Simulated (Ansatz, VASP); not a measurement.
# B in VASP and in Ansatz

```
B
1.0
     2.79125    0.00000    0.00000
    -1.39562    2.41729    0.00000
     0.00000    0.00000    3.16676
B
3
Direct
  0.22540 0.00000 0.33333
  0.00000 0.22540 0.66667
  0.77460 0.77460 0.00000
```

Alike in both runs: task single point; functional r2SCAN; k mesh 9 × 9 × 6; occupations gaussian, width 0.1 eV; no spin polarisation.

```csv
,VASP,Ansatz
version,VASP 6.6.1,Ansatz 0.2.0
potentials or method,"VASP PAW PBE potentials, release 64 (B), cutoff 550 eV","scalar-relativistic, plane waves, PAW"
valence electrons in the cell,9,9
```

```csv
,VASP,Ansatz,Ansatz less VASP
gap on the k mesh at the Fermi level (eV),none,none,-
rms of the force components (eV/Å),2.551,2.570,+0.0192
```

VASP's potentials were made for PBE, not for r2SCAN. Atom by atom the forces differ by 0.019 eV/Å (rms over components). A gap of «none» marks a metal or a gap that the smearing closes. The functional is the same, so the differences come from potentials, cutoffs and numerics.
